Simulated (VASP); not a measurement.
# TePb (Pm-3m) in VASP: notebook

TePb is run at these levels: PBE, r2SCAN; tasks: single point.

Program: VASP 6.6.1. These are calculated values, not measurements. Logs are shortened: lines on timing, memory, paths and dates and some standing lists are left out, and cuts for length are marked.

### 1 The cell of the first run

Symmetry: Pm-3m, No. 221, cubic system. The conventional cell has a = 4.032 Å, b = 4.032 Å, c = 4.032 Å, α = 90.00°, β = 90.00°, γ = 90.00°. Within 4.6 Å of Pb (site symmetry m-3m) lie 8 Te at 3.49 Å and 6 Pb at 4.03 Å. Te (site symmetry m-3m) has 8 Pb at 3.49 Å and 6 Te at 4.03 Å within 4.6 Å.

### 2 Single point, PBE (volume scaled by 1.020)

Contents of INCAR:

```
ALGO     = Normal         # electronic algorithm
EDIFF    = 1E-6           # SCF threshold, eV
ENCUT    = 520            # plane-wave cutoff, eV
GGA      = PE             # functional
ISIF     = 2              # what is computed and relaxed
ISMEAR   = 0              # smearing method
LASPH    = T              # aspherical terms in the spheres
LCHARG   = T              # write CHGCAR
LELF     = T              # ELF
LREAL    = F              # projectors in reciprocal space
LVHAR    = T            
LWAVE    = F              # write WAVECAR
NBANDS   = 17             # bands
NELM     = 80             # most SCF steps
PREC     = Accurate       # precision mode
SIGMA    = 0.05           # smearing width, eV
```

Contents of KPOINTS:

```
k-points
0
Gamma
  8 8 8
```

Contents of POSCAR:

```
TePb
1.0
    4.0319203042      0.0000000000      0.0000000000
    0.0000000000      4.0319203042      0.0000000000
    0.0000000000      0.0000000000      4.0319203042
Pb Te
1 1
Direct
    0.0000000000      0.0000000000      0.0000000000
    0.5000000000      0.5000000000      0.5000000000
```

Potentials or basis: VASP PAW PBE potentials, release 64 (Pb_d, Te).

Launch:

```bash
cat potpaw_PBE.64/Pb_d/POTCAR potpaw_PBE.64/Te/POTCAR > POTCAR
mpirun -np 1 vasp_std > vasp.out
```

OUTCAR:

```text
EDIFF = 1E-6
   ENCUT = 520
   GGA = PE
   ISIF = 2
   ISMEAR = 0
   LASPH = T
   LREAL = F
   NELM = 80
   PREC = Accurate

 ion  position               nearest neighbor table
   1  0.000  0.000  0.000-   2 3.49   2 3.49   2 3.49   2 3.49   2 3.49   2 3.49   2 3.49   2 3.49

   2  0.500  0.500  0.500-   1 3.49   1 3.49   1 3.49   1 3.49   1 3.49   1 3.49   1 3.49   1 3.49

  LATTYP: Found a simple cubic cell.
 ALAT       =     4.0319203042

  Lattice vectors:

 A1 = (   4.0319203042,   0.0000000000,   0.0000000000)
 A2 = (   0.0000000000,   4.0319203042,   0.0000000000)
 A3 = (   0.0000000000,   0.0000000000,   4.0319203042)

Analysis of symmetry for initial positions (statically):
=====================================================================
 Subroutine PRICEL returns:
 Original cell was already a primitive cell.

 Routine SETGRP: Setting up the symmetry group for a
 simple cubic supercell.

 Subroutine GETGRP returns: Found 48 space group operations
 (whereof 48 operations were pure point group operations)
 out of a pool of 48 trial point group operations.

The static configuration has the point symmetry O_h .

Analysis of symmetry for dynamics (positions and initial velocities):
=====================================================================
 Subroutine PRICEL returns:
 Original cell was already a primitive cell.

 Routine SETGRP: Setting up the symmetry group for a
 simple cubic supercell.

 Subroutine GETGRP returns: Found 48 space group operations
 (whereof 48 operations were pure point group operations)
 out of a pool of 48 trial point group operations.

The dynamic configuration has the point symmetry O_h .

 Subroutine INISYM returns: Found 48 space group operations
 (whereof 48 operations are pure point group operations),
 and found     1 'primitive' translations

----------------------------------------------------------------------------------------

                                     Primitive cell

  volume of cell :      65.5444

  direct lattice vectors                    reciprocal lattice vectors
     4.031920304  0.000000000  0.000000000     0.248020775  0.000000000  0.000000000
     0.000000000  4.031920304  0.000000000     0.000000000  0.248020775  0.000000000
     0.000000000  0.000000000  4.031920304     0.000000000  0.000000000  0.248020775

  length of vectors
     4.031920304  4.031920304  4.031920304     0.248020775  0.248020775  0.248020775

[... 74 lines left out ...]
   ISPIN  =      1    spin polarized calculation?
   LNONCOLLINEAR =      F non collinear calculations
   LSORBIT =      F    spin-orbit coupling
   LASPH  =      T    aspherical Exc in radial PAW
   ENCUT  =  520.0 eV  38.22 Ry    6.18 a.u.   7.50  7.50  7.50*2*pi/ulx,y,z
   NELM   =     80;   NELMIN=  2; NELMDL= -5     # of ELM steps
   EDIFF  = 0.1E-05   stopping-criterion for ELM
   LREAL  =      F    real-space projection
   EDIFFG = 0.1E-04   stopping-criterion for IOM
   NSW    =      0    number of steps for IOM
   IBRION =     -1    ionic relax: 0-MD 1-quasi-New 2-CG
   NFREE  =      0    steps in history (QN), initial steepest desc. (CG)
   ISIF   =      2    stress and relaxation
   ISYM   =      2    0-nonsym 1-usesym 2-fastsym
   POTIM  = 0.5000    time-step for ionic-motion
   TEBEG  =    0.0;   TEEND  =   0.0 temperature during run
   PSTRESS=    0.0 pullay stress
   NELECT =      20.0000    total number of electrons
   NUPDOWN=      -1.0000    fix difference up-down
   EMIN   =  10.00;   EMAX   =-10.00  energy-range for DOS
   EFERMI =   0.00;   METHOD = LEGACY
   ISMEAR =     0;   SIGMA  =   0.05  broadening in eV -4-tet -1-fermi 0-gaus
   EFERMI_NEDOS =   21; number of points for ismear=-14 and -15
   IALGO  =     38    algorithm
   IMIX   =      4    mixing-type and parameters
     AMIX     =   0.40;   BMIX     =  1.00
     AMIX_MAG =   1.60;   BMIX_MAG =  1.00
  volume/ion in A,a.u.               =      32.77       221.16
  Fermi-wavevector in a.u.,A,eV,Ry     =   1.102147  2.082756 16.527381  1.214728
  Thomas-Fermi vector in A             =   2.238585
   LORBIT       =      0    0 simple, 1 ext, 2 COOP (PROOUT), +10 PAW based schemes
   GGA     = PE    functional components
   LHFCALC =     F    Hartree Fock is set to
   AEXX    =    0.0000 exact exchange contribution
   IVDW    =     0    specifies the selected vdW correction
   LEPSILON=     F    determine dielectric tensor
   LRPA    =     F    only Hartree local field effects (RPA)
 non-spin polarized calculation
 Gauss-broadening in eV      SIGMA  =   0.05
  energy-cutoff  :      520.00
  volume of cell :       65.54
 maximum number of plane-waves:      1791
 NGX is ok and might be reduce to    30
   NGX = 15   NGY = 15   NGZ = 15

 number of electron      20.0000013 magnetization

 Free energy of the ion-electron system (eV)
  ---------------------------------------------------
  ext. energy  EPLUGINS =         0.00000000
  ---------------------------------------------------
  free energy    TOTEN  =        -7.06221264 eV

  energy without entropy =       -7.06116277  energy(sigma->0) =       -7.06168770

 E-fermi :   6.1579     XC(G=0):  -9.5814

 val. band max:        6.0526576308   @ k =   0.2500   0.1250   0.1250
 cond. band min:       6.1708721188   @ k =   0.5000   0.2500   0.0000
 fundamental gap:      0.1182144881
 Fermi energy:         6.1578792506

 k-point     1 :       0.0000    0.0000    0.0000
  band No.  band energies     occupation
      1     -11.0445      2.00000
      2     -11.0445      2.00000
      3     -10.9671      2.00000
      4     -10.9671      2.00000
      5     -10.9671      2.00000
      6      -5.8761      2.00000
[... 457 lines left out ...]
      4     -10.9865      2.00000
      5     -10.9498      2.00000
      6      -3.9646      2.00000
[... 9 lines left out ...]
     16      15.0132      0.00000
     17      15.7207      0.00000

 [... further k-points ...]
[... 5 lines left out ...]
  --------------------------------------------------------------------------------------
  -------------------------------------------------------------------------------------
  Total       -0.3641832     -0.3641832     -0.3641832      0.0000000     -0.0000000      0.0000000
  in kB       -8.9021441     -8.9021441     -8.9021441      0.0000000     -0.0000000      0.0000000
  external PRESSURE =      -8.9021441 kB  Pullay stress =       0.0000000 kB

 VOLUME and BASIS-vectors are now :
 -----------------------------------------------------------------------------
  energy-cutoff  :      520.00
  volume of cell :       65.54
      direct lattice vectors                 reciprocal lattice vectors
     4.031920304  0.000000000  0.000000000     0.248020775  0.000000000  0.000000000
     0.000000000  4.031920304  0.000000000     0.000000000  0.248020775  0.000000000
     0.000000000  0.000000000  4.031920304     0.000000000  0.000000000  0.248020775

 POSITION                                       TOTAL-FORCE (eV/Angst)
 -----------------------------------------------------------------------------------
      0.00000      0.00000      0.00000         0.000000      0.000000      0.000000
      2.01596      2.01596      2.01596         0.000000      0.000000      0.000000
 -----------------------------------------------------------------------------------
    total drift:                               -0.000000     -0.000000     -0.000000

  FREE ENERGIE OF THE ION-ELECTRON SYSTEM (eV)
  ---------------------------------------------------
  free  energy   TOTEN  =        -7.0622126367 eV

  energy  without entropy=       -7.0611627708  energy(sigma->0) =       -7.06168770
```

Run time: 36 s. Hardware: 1 thread of AMD EPYC 7R13, shared host; peak memory 0.16 GiB.

What came out:

```
Free energy            : -7.0622 eV
Pressure               : -0.9 GPa
Band gap on the k mesh : zero (band 10 reaches 6.37 eV, above the bottom of band 11 at 5.16 eV)
```

Caveat: the cell differs from its parent crystal (volume scaled by 1.020); spin-orbit coupling is left out, which moves the levels of the heavy elements.

### 3 Single point, PBE (volume scaled by 1.040)

Contents of INCAR:

```
  PREC = Accurate
  ENCUT = 520
  EDIFF = 1E-7
  ISMEAR = 0
  SIGMA = 0.05
  LREAL = F
  LASPH = T
  NELM = 100
  ALGO = Normal
  ISIF = 2
  LWAVE = F
  LCHARG = F
  GGA = PE
  NBANDS = 17
```

Contents of KPOINTS:

```
Automatic mesh
0
Gamma
  8 8 8
```

Contents of POSCAR:

```
TePb
1.0
    4.0581023385      0.0000000000      0.0000000000
    0.0000000000      4.0581023385      0.0000000000
    0.0000000000      0.0000000000      4.0581023385
Pb Te
1 1
Direct
    0.0000000000      0.0000000000      0.0000000000
    0.5000000000      0.5000000000      0.5000000000
```

Potentials or basis: VASP PAW PBE potentials, release 64 (Pb_d, Te).

Launch:

```bash
cat potpaw_PBE.64/Pb_d/POTCAR potpaw_PBE.64/Te/POTCAR > POTCAR
mpirun -np 1 vasp_std > vasp.out
```

Wall time 41 s (1 thread of AMD EPYC 7R13, shared host); peak memory 0.16 GiB.

It converged, with:

```yaml
Free_energy: -7.0525 eV
Pressure: -1.6 GPa
Band_gap_on_the_k_mesh: zero (band 10 reaches 6.14 eV, above the bottom of band 11 at 5.00 eV)
```

Levels at points of the mesh, in eV from the Fermi level:
```tsv
k point	band 8	band 9	band 10	band 11	band 12	band 13
(0.00, 0.00, 0.00)	-1.49	-1.49	-1.49	4.06	4.06	4.96
(0.50, 0.00, 0.00)	-0.85	-0.16	-0.16	0.12	2.25	2.25
(0.50, 0.50, 0.00)	-4.17	-4.17	0.20	3.35	3.55	3.55
(0.50, 0.50, 0.50)	-2.34	-2.34	-2.34	-0.94	-0.94	-0.94
```

Caveat: the cell differs from its parent crystal (volume scaled by 1.040); spin-orbit coupling is left out, which moves the levels of the heavy elements.

### 4 Single point, PBE (volume scaled by 1.070)

Contents of INCAR:

```
  ALGO = Normal
  EDIFF = 1E-7
  ENCUT = 520
  GGA = PE
  ISIF = 2
  ISMEAR = 0
  LASPH = True
  LCHARG = True
  LELF = True
  LREAL = False
  LVHAR = True
  LWAVE = False
  NBANDS = 17
  NELM = 80
  PREC = Accurate
  SIGMA = 0.05
```

Contents of KPOINTS:

```
k-points
0
Gamma
  8 8 8
```

Contents of POSCAR:

```
TePb
1.0
    4.0967532585      0.0000000000      0.0000000000
    0.0000000000      4.0967532585      0.0000000000
    0.0000000000      0.0000000000      4.0967532585
Pb Te
1 1
Direct
    0.0000000000      0.0000000000      0.0000000000
    0.5000000000      0.5000000000      0.5000000000
```

Launch:

```bash
cat potpaw_PBE.64/Pb_d/POTCAR potpaw_PBE.64/Te/POTCAR > POTCAR
mpirun -np 1 vasp_std > vasp.out
```

Run time: 38 s. Hardware: 1 thread of AMD EPYC 7R13, shared host; peak memory 0.16 GiB.

It converged, with:

```yaml
Free_energy: -7.0277 eV
Pressure: -2.6 GPa
Band_gap_on_the_k_mesh: zero (band 10 reaches 5.82 eV, above the bottom of band 11 at 4.77 eV)
```

Levels at points of the mesh, in eV from the Fermi level:
```
           k point  band 6  band 7  band 8  band 9  band 10  band 11  band 12  band 13  band 14  band 15
(0.00, 0.00, 0.00)  -11.74   -7.00   -1.43   -1.43    -1.43     4.10     4.10     4.78     4.78     4.78
(0.50, 0.00, 0.00)  -10.56   -8.85   -0.89   -0.15    -0.15     0.10     2.22     2.22     5.45     6.73
(0.50, 0.50, 0.00)   -9.97   -7.91   -4.02   -4.02     0.19     3.26     3.46     3.46     5.88     6.57
(0.50, 0.50, 0.50)   -9.65   -7.29   -2.25   -2.25    -2.25    -0.86    -0.86    -0.86    12.83    12.83
```

Caveat: the cell differs from its parent crystal (volume scaled by 1.070); spin-orbit coupling is left out, which moves the levels of the heavy elements.

### 5 Single point, PBE (volume scaled by 1.100)

Contents of INCAR:

```
PREC = Accurate ; ENCUT = 520
EDIFF = 1E-7 ; ISMEAR = 0
SIGMA = 0.05 ; LREAL = False
LASPH = True ; NELM = 100
ALGO = Normal ; ISIF = 2
LWAVE = False ; LCHARG = False
GGA = PE ; NBANDS = 17
```

Contents of KPOINTS:

```
regular mesh
0
Gamma
  8 8 8
```

Contents of POSCAR:

```
TePb
1.0
    4.1346883173      0.0000000000      0.0000000000
    0.0000000000      4.1346883173      0.0000000000
    0.0000000000      0.0000000000      4.1346883173
Pb Te
1 1
Direct
    0.0000000000      0.0000000000      0.0000000000
    0.5000000000      0.5000000000      0.5000000000
```

Launch:

```bash
cat potpaw_PBE.64/Pb_d/POTCAR potpaw_PBE.64/Te/POTCAR > POTCAR
mpirun -np 1 vasp_std > vasp.out
```

Run time: 43 s. Hardware: 1 thread of AMD EPYC 7R13, shared host; peak memory 0.17 GiB.

The run converged. Its results:

- Free energy: -6.9924 eV
- Pressure: -3.3 GPa
- Band gap on the k mesh: zero (band 10 reaches 5.53 eV, above the bottom of band 11 at 4.55 eV)

Levels at points of the mesh, in eV from the Fermi level:
```tsv
k point	band 7	band 8	band 9	band 10	band 11	band 12	band 13	band 14
(0.00, 0.00, 0.00)	-7.07	-1.37	-1.37	-1.37	4.14	4.14	4.62	4.62
(0.50, 0.00, 0.00)	-8.77	-0.92	-0.15	-0.15	0.07	2.19	2.19	5.49
(0.50, 0.50, 0.00)	-7.91	-3.87	-3.87	0.19	3.18	3.37	3.37	5.84
(0.50, 0.50, 0.50)	-7.33	-2.17	-2.17	-2.17	-0.79	-0.79	-0.79	12.56
```

Caveat: the cell differs from its parent crystal (volume scaled by 1.100); spin-orbit coupling is left out, which moves the levels of the heavy elements.

### 6 Single point, r2SCAN

This run uses another cell than the first one, of 32.13 Å³/atom, 0.980 times its volume.

Contents of POSCAR:

```
TePb
1.0
    4.0053937448      0.0000000000      0.0000000000
    0.0000000000      4.0053937448      0.0000000000
    0.0000000000      0.0000000000      4.0053937448
Pb Te
1 1
Direct
    0.0000000000      0.0000000000      0.0000000000
    0.5000000000      0.5000000000      0.5000000000
```

Contents of INCAR.step1:

```
PREC     = Accurate       # precision mode
ENCUT    = 520            # plane-wave cutoff, eV
ISMEAR   = 0              # smearing method
SIGMA    = 0.05           # smearing width, eV
LREAL    = False          # projectors in reciprocal space
LASPH    = True           # aspherical terms in the spheres
NELM     = 100            # most SCF steps
NBANDS   = 17             # bands
GGA      = PE             # functional
ALGO     = Normal         # electronic algorithm
EDIFF    = 1E-4           # SCF threshold, eV
LWAVE    = True           # write WAVECAR
LCHARG   = False          # write CHGCAR
```

Contents of INCAR.step2:

```
PREC     = Accurate       # precision mode
ENCUT    = 520            # plane-wave cutoff, eV
EDIFF    = 1E-6           # SCF threshold, eV
ISMEAR   = 0              # smearing method
SIGMA    = 0.05           # smearing width, eV
LREAL    = False          # projectors in reciprocal space
LASPH    = True           # aspherical terms in the spheres
NELM     = 100            # most SCF steps
ALGO     = Normal         # electronic algorithm
ISIF     = 2              # what is computed and relaxed
LWAVE    = False          # write WAVECAR
LCHARG   = True           # write CHGCAR
METAGGA  = R2SCAN         # meta-GGA
LMIXTAU  = True         
LELF     = True           # ELF
LVHAR    = True         
NBANDS   = 17             # bands
ISTART   = 1
```

Contents of KPOINTS:

```
Automatic mesh
0
Gamma
  8 8 8
```

Potentials or basis: VASP PAW PBE potentials, release 64 (Pb_d, Te).

Launch:

```bash
cat potpaw_PBE.64/Pb_d/POTCAR potpaw_PBE.64/Te/POTCAR > POTCAR
cp INCAR.step1 INCAR
mpirun -np 1 vasp_std > vasp.out
cp INCAR.step2 INCAR
mpirun -np 1 vasp_std > vasp.out
```

Run time: 2.4 min. Hardware: 1 thread of AMD EPYC 7R13, shared host; peak memory 0.16 GiB.

The run converged. Its results:

```yaml
Free_energy: -82.1545 eV
Pressure: -0.4 GPa
Band_gap_on_the_k_mesh: zero (band 10 reaches 6.43 eV, above the bottom of band 11 at 5.34 eV)
```

Levels at points of the mesh, in eV from the Fermi level:
```csv
k point,band 6,band 7,band 8,band 9,band 10,band 11,band 12,band 13,band 14,band 15
"(0.00, 0.00, 0.00)",-12.56,-6.88,-1.63,-1.63,-1.63,4.51,4.51,5.55,5.55,5.55
"(0.50, 0.00, 0.00)",-11.15,-9.34,-0.77,-0.18,-0.18,0.53,2.50,2.50,5.88,7.46
"(0.50, 0.50, 0.00)",-10.37,-8.16,-4.47,-4.47,0.21,3.71,4.03,4.03,6.67,7.39
"(0.50, 0.50, 0.50)",-9.97,-7.42,-2.53,-2.53,-2.53,-0.88,-0.88,-0.88,14.66,14.66
```

Caveat: the PAW data sets were made with another functional, which shifts forces and pressure a little; spin-orbit coupling is left out, which moves the levels of the heavy elements.

### 7 Overview

| level | cell | gap on the mesh (eV) | pressure (GPa) |
| --- | --- | --- | --- |
| PBE | a = 4.032 Å, 2 atoms | none | -0.9 |
| PBE | a = 4.058 Å, 2 atoms | none | -1.6 |
| PBE | a = 4.097 Å, 2 atoms | none | -2.6 |
| PBE | a = 4.135 Å, 2 atoms | none | -3.3 |
| r2SCAN | a = 4.005 Å, 2 atoms | none | -0.4 |

Alike in all rows: task single point; potentials or basis VASP PAW PBE potentials, release 64 (Pb_d, Te); no spin polarisation; k mesh 8 × 8 × 8; cutoff (eV) 520; smearing gaussian 0.05 eV.

Caveats: spin-orbit coupling is left out, which moves the levels of the heavy elements; the PAW data sets were made with another functional, which shifts forces and pressure a little (some runs).

Total energies depend on the potentials used, so only differences within one code and one set of settings carry meaning.
